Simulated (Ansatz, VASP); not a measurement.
Two plane-wave programs on TiSi4Mo

INCAR

```
SYSTEM = TiSi4Mo
PREC = Accurate
ENCUT = 600
EDIFF = 1E-6
ISMEAR = 0
SIGMA = 0.1
LREAL = .FALSE.
LASPH = .TRUE.
NELM = 80
ALGO = Normal
ISIF = 3
LWAVE = .FALSE.
LCHARG = .FALSE.
GGA = PE
IBRION = 2
NSW = 100
EDIFFG = -0.01
```

Contents of KPOINTS:

```
regular mesh
0
G
  10 10 8
  0 0 0
```

The input POSCAR:

```
TiSi4Mo
1.0
    2.2868841000     -4.0108781000      0.0000000000
    2.2868841000      4.0108781000      0.0000000000
    0.0000000000      0.0000000000      4.5431851000
Ti Si Mo
1 4 1
Direct
    0.0000000000      0.0000000000      0.0000000000
    0.3302320000      0.6697680000      0.0000000000
    0.8346700000      0.1653300000      0.5000000000
    0.6697680000      0.3302320000      0.0000000000
    0.1653300000      0.8346700000      0.5000000000
    0.5000000000      0.5000000000      0.5000000000
```

Input for Ansatz:

```yaml
crystal:
  lattice:
    - [2.2868841, -4.0108781, 0.0]
    - [2.2868841, 4.0108781, 0.0]
    - [0.0, 0.0, 4.5431851]
  atoms:
    - { symbol: Ti, position: [0.0, 0.0, 0.0] }
    - { symbol: Si, position: [0.330232, 0.669768, 0.0] }
    - { symbol: Si, position: [0.83467, 0.16533, 0.5] }
    - { symbol: Si, position: [0.669768, 0.330232, 0.0] }
    - { symbol: Si, position: [0.16533, 0.83467, 0.5] }
    - { symbol: Mo, position: [0.5, 0.5, 0.5] }
basis:
  ecutwfc: 420
kpoints:
  mp_grid: { grid: [10, 10, 8] }
hamiltonian:
  xc: pbe
scf:
  occupations: { method: gaussian, width: 0.1 }
output:
  forces: true
  stress: true
  eigenvalues: true
  write_density: true
  write_potential: true
  elf: true
  volumetric_format: npy
relax:
  adjacent_minimum: "off"
  f_tol: 0.01
  max_steps: 80
  cell: { stress_tol: 0.05 }
```

Alike in both runs: task relaxation of cell and atoms; functional PBE; k mesh 10 × 10 × 8; occupations gaussian, width 0.1 eV; no spin polarisation.

|  | VASP | Ansatz |
| --- | --- | --- |
| version | VASP 6.6.1 | Ansatz 0.2.0 |
| potentials or method | VASP PAW PBE potentials, release 64 (Ti_sv, Si, Mo_sv), cutoff 600 eV | scalar-relativistic, plane waves, PAW |
| valence electrons in the cell | 42 | 42 |

```csv
,VASP,Ansatz,Ansatz less VASP
"gap on the k mesh at the Fermi level, each at its own relaxed structure (eV)",none,none,-
relaxed volume (Å³/atom),13.89,13.89,0.000
relaxed length of the cell vector where the two differ most in proportion (Å),4.617,4.617,0.0000
```

A gap of «none» marks a metal or a gap that the smearing closes.

Noted on VASP's run: the relaxation stopped at its first step, so nothing moved.
